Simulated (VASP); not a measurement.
# KNi (Cmmm) in VASP: notebook

The runs below take KNi through single point, with PBE.

All numbers are computed with VASP 6.6.1; they aren't measurements. Logs are shortened: lines on timing, memory, paths and dates and some standing lists are left out, and cuts for length are marked.

**1. The cell of the first run**

The structure is orthorhombic, space group Cmmm (No. 65). The conventional cell has a = 3.380 Å, b = 5.012 Å, c = 4.826 Å, α = 90.00°, β = 90.00°, γ = 90.00°. Within 3.9 Å of K (site symmetry mmm) lie 8 Ni at 2.95 to 3.48 Å and 6 K at 3.02 to 3.38 Å. Within 3.9 Å of Ni (site symmetry mmm) lie 8 K at 2.95 to 3.48 Å and 6 Ni at 3.02 to 3.38 Å.

**2. Single point, PBE, collinear spin, ferromagnetic start (20.44 Å³/atom)**

The input, INCAR:

```
PREC = Accurate ; ENCUT = 520
EDIFF = 1E-6 ; ISMEAR = -1
SIGMA = 0.05 ; LREAL = F
LASPH = T ; NELM = 150
ALGO = Normal ; ISIF = 2
LWAVE = F ; LCHARG = F
ISPIN = 2 ; MAGMOM = 0 1
LORBIT = 11 ; LMAXMIX = 4
GGA = PE ; NBANDS = 20
```

The input, KPOINTS:

```
Automatic mesh
0
Gamma
  9 9 6
```

The input, POSCAR:

```
KNi
1.0
    1.6899432879     -2.5059651295      0.0000000000
    1.6899432879      2.5059651295      0.0000000000
    0.0000000000      0.0000000000      4.8264612362
K Ni
1 1
Direct
    0.5000000000      0.5000000000      0.5000000000
    0.0000000000      0.0000000000      0.0000000000
```

Potentials or basis: VASP PAW PBE potentials, release 64 (K_sv, Ni).

Launch:

```bash
$ cat potpaw_PBE.64/K_sv/POTCAR potpaw_PBE.64/Ni/POTCAR > POTCAR
$ mpirun -np 1 vasp_std > vasp.out
```

OUTCAR:

```text
PREC = Accurate
   ENCUT = 520
   EDIFF = 1E-6
   ISMEAR = -1
   LREAL = F
   LASPH = T
   NELM = 150
   ISIF = 2
   ISPIN = 2
   LORBIT = 11
   GGA = PE

 ion  position               nearest neighbor table
   1  0.500  0.500  0.500-   2 2.95   2 2.95   2 2.95   2 2.95
   2  0.000  0.000  0.000-   1 2.95   1 2.95   1 2.95   1 2.95

  LATTYP: Found a base centered orthorhombic cell.
 ALAT       =     3.3798865758
 B/A-ratio  =     1.4828693646
 C/A-ratio  =     1.4279950312

  Lattice vectors:

 A1 = (   1.6899432879,  -2.5059651295,   0.0000000000)
 A2 = (   1.6899432879,   2.5059651295,   0.0000000000)
 A3 = (   0.0000000000,   0.0000000000,   4.8264612362)

Analysis of symmetry for initial positions (statically):
=====================================================================
 Subroutine PRICEL returns:
 Original cell was already a primitive cell.

 Routine SETGRP: Setting up the symmetry group for a
 base centered orthorhombic supercell.

 Subroutine GETGRP returns: Found  8 space group operations
 (whereof  8 operations were pure point group operations)
 out of a pool of  8 trial point group operations.

The static configuration has the point symmetry D_2h.

Analysis of symmetry for dynamics (positions and initial velocities):
=====================================================================
 Subroutine PRICEL returns:
 Original cell was already a primitive cell.

 Routine SETGRP: Setting up the symmetry group for a
 base centered orthorhombic supercell.

 Subroutine GETGRP returns: Found  8 space group operations
 (whereof  8 operations were pure point group operations)
 out of a pool of  8 trial point group operations.

The dynamic configuration has the point symmetry D_2h.

Analysis of structural, dynamic, and magnetic symmetry:
=====================================================================
 Subroutine PRICEL returns:
 Original cell was already a primitive cell.

 Routine SETGRP: Setting up the symmetry group for a
 base centered orthorhombic supercell.

 Subroutine GETGRP returns: Found  8 space group operations
 (whereof  8 operations were pure point group operations)
 out of a pool of  8 trial point group operations.

The overall configuration has the point symmetry D_2h.

 Subroutine INISYM returns: Found  8 space group operations
 (whereof  8 operations are pure point group operations),
 and found     1 'primitive' translations

[... 116 lines left out ...]
  Fermi-wavevector in a.u.,A,eV,Ry     =   1.268111  2.396383 21.879614  1.608106
  Thomas-Fermi vector in A             =   2.401223
   LORBIT       =     11    0 simple, 1 ext, 2 COOP (PROOUT), +10 PAW based schemes
   GGA     = PE    functional components
   LHFCALC =     F    Hartree Fock is set to
   AEXX    =    0.0000 exact exchange contribution
   IVDW    =     0    specifies the selected vdW correction
   LEPSILON=     F    determine dielectric tensor
   LRPA    =     F    only Hartree local field effects (RPA)
 spin polarized calculation
  energy-cutoff  :      520.00
  volume of cell :       40.88
 maximum number of plane-waves:      1130
   NGX = 11   NGY = 11   NGZ = 17

 number of electron      18.9999989 magnetization       0.0007830

 number of electron      18.9999989 magnetization      -0.0018352

 Free energy of the ion-electron system (eV)
  ---------------------------------------------------
  ext. energy  EPLUGINS =         0.00000000
  ---------------------------------------------------
  free energy    TOTEN  =        -4.43451720 eV

  energy without entropy =       -4.42332929  energy(sigma->0) =       -4.42892325

 E-fermi :   3.6167     XC(G=0):  -9.8419

 val. band max:        3.6056418686   @ k =  -0.4444   0.4444   0.0000
 cond. band min:       3.6217189134   @ k =   0.2222   0.2222   0.0000
 fundamental gap:      0.0160770448
 Fermi energy:         3.6166969747

 spin component 1

 k-point     1 :       0.0000    0.0000    0.0000
  band No.  band energies     occupation
      1     -27.9310      1.00000
      2     -11.3070      1.00000
      3     -10.6988      1.00000
      4     -10.4521      1.00000
      5      -0.9477      1.00000
      6       2.3372      1.00000
[... 541 lines left out ...]
     19      16.4228      0.00000
     20      18.9180      0.00000

 [... further k-points ...]

 spin component 2

 k-point     1 :       0.0000    0.0000    0.0000
  band No.  band energies     occupation
      1     -27.9310      1.00000
      2     -11.3070      1.00000
      3     -10.6988      1.00000
      4     -10.4521      1.00000
      5      -0.9480      1.00000
      6       2.3359      1.00000
[... 541 lines left out ...]
     19      16.4227      0.00000
     20      18.9176      0.00000

 [... further k-points ...]

------------------------ aborting loop because EDIFF is reached ----------------------------------------

  FORCE on cell =-STRESS in cart. coord.  units (eV):
  Direction    XX          YY          ZZ          XY          YZ          ZX
  --------------------------------------------------------------------------------------
  -------------------------------------------------------------------------------------
  Total        0.6612953     -0.3637326      1.5623047     -0.0000000      0.0000000      0.0000000
  in kB       25.9179155    -14.2556446     61.2308596     -0.0000000      0.0000000      0.0000000
  external PRESSURE =      24.2977102 kB  Pullay stress =       0.0000000 kB

 VOLUME and BASIS-vectors are now :
 -----------------------------------------------------------------------------
  energy-cutoff  :      520.00
  volume of cell :       40.88
      direct lattice vectors                 reciprocal lattice vectors
     1.689943288 -2.505965129  0.000000000     0.295867917 -0.199523926  0.000000000
     1.689943288  2.505965129  0.000000000     0.295867917  0.199523926  0.000000000
     0.000000000  0.000000000  4.826461236     0.000000000  0.000000000  0.207191139

 POSITION                                       TOTAL-FORCE (eV/Angst)
 -----------------------------------------------------------------------------------
      1.68994      0.00000      2.41323         0.000000      0.000000      0.000000
      0.00000      0.00000      0.00000        -0.000000     -0.000000      0.000000
 -----------------------------------------------------------------------------------
    total drift:                                0.000000      0.000000     -0.000000

  FREE ENERGIE OF THE ION-ELECTRON SYSTEM (eV)
  ---------------------------------------------------
  free  energy   TOTEN  =        -4.4345172029 eV

  energy  without entropy=       -4.4233292903  energy(sigma->0) =       -4.42892325

 total charge

# of ion       s       p       d       tot
------------------------------------------
    1        1.991   5.570   0.099   7.659
    2        0.442   0.132   8.420   8.994
--------------------------------------------------
tot          2.433   5.702   8.519  16.654

 magnetization (x)

# of ion       s       p       d       tot
------------------------------------------
    1        0.000   0.000   0.000   0.000
    2       -0.000   0.000  -0.002  -0.002
--------------------------------------------------
tot         -0.000   0.000  -0.002  -0.002
```

Wall time 67 s (1 thread of Intel Xeon 6975P-C (Granite Rapids), shared host); peak memory 0.25 GiB.

Results:

```yaml
Free_energy: -4.4345 eV
Pressure: 2.4 GPa
Net_moment: 0.00 μB per cell
Valence_electrons_inside_the_program's_atomic_spheres: K 7.66; Ni 8.99
```

Stress tensor (GPa, compression positive):
```
 2.59  0.00  0.00
 0.00 -1.43  0.00
 0.00  0.00  6.12
```

Caveat: the stress differs along the axes, from -1 to 6 GPa; the moments typed at the start vanished in this run.

**3. Single point, PBE, collinear spin, ferromagnetic start**

This run uses another cell than the first one, of 20.86 Å³/atom.

The input, INCAR:

```
SYSTEM = KNi
PREC     = Accurate       ! precision mode
ENCUT    = 520            ! plane-wave cutoff, eV
EDIFF    = 1E-6           ! SCF threshold, eV
ISMEAR   = -1             ! smearing method
SIGMA    = 0.05           ! smearing width, eV
LREAL    = .False.        ! projectors in reciprocal space
LASPH    = .True.         ! aspherical terms in the spheres
NELM     = 150            ! most SCF steps
ALGO     = Fast           ! electronic algorithm
ISIF     = 2              ! what is computed and relaxed
LWAVE    = .False.        ! write WAVECAR
LCHARG   = .True.         ! write CHGCAR
ISPIN    = 2              ! spin polarisation
MAGMOM   = 0 1            ! initial moments
LORBIT   = 11             ! projections on sites
LMAXMIX  = 4              ! l up to which the mixer works
GGA      = PE             ! functional
LELF     = .True.         ! ELF
LVHAR    = .True.       
NBANDS   = 20             ! bands
```

The input, KPOINTS:

```
regular mesh
0
Gamma
  9 9 6
  0 0 0
```

The input, POSCAR:

```
KNi
1.0
    1.7013621700     -2.5228978400      0.0000000000
    1.7013621700      2.5228978400      0.0000000000
    0.0000000000      0.0000000000      4.8590734500
K Ni
1 1
Direct
    0.5000000000      0.5000000000      0.5000000000
    0.0000000000      0.0000000000      0.0000000000
```

Potentials or basis: VASP PAW PBE potentials, release 64 (K_sv, Ni).

Launch:

```bash
$ cat potpaw_PBE.64/K_sv/POTCAR potpaw_PBE.64/Ni/POTCAR > POTCAR
$ mpirun -np 1 vasp_std > vasp.out
```

It took 1.9 min on 1 thread of Intel Xeon 6975P-C (Granite Rapids), shared host; peak memory 0.26 GiB.

The run converged. Its results:

```
Free energy                                           : -4.4459 eV
Pressure                                              : 1.9 GPa
Net moment                                            : 0.00 μB per cell
Valence electrons inside the program's atomic spheres : K 7.65; Ni 8.98
```

Stress tensor (GPa, compression positive):
```
 2.19  0.00  0.00
 0.00 -1.78  0.00
 0.00  0.00  5.19
```

Levels at points of the mesh, in eV from the Fermi level:
Spin up:
| k point | band 8 | band 9 | band 10 | band 11 | band 12 | band 13 |
| --- | --- | --- | --- | --- | --- | --- |
| (0.00, 0.00, 0.00) | -0.45 | -0.43 | -0.24 | 2.59 | 2.80 | 5.11 |
| (0.00, 0.00, 0.50) | -0.71 | -0.40 | -0.33 | -0.25 | 4.33 | 5.06 |
Spin down:
```
           k point  band 8  band 9  band 10  band 11  band 12  band 13
(0.00, 0.00, 0.00)   -0.45   -0.43    -0.24     2.59     2.80     5.11
(0.00, 0.00, 0.50)   -0.71   -0.41    -0.33    -0.25     4.33     5.06
```

Caveat: the stress differs along the axes, from -2 to 5 GPa; the moments typed at the start vanished in this run.
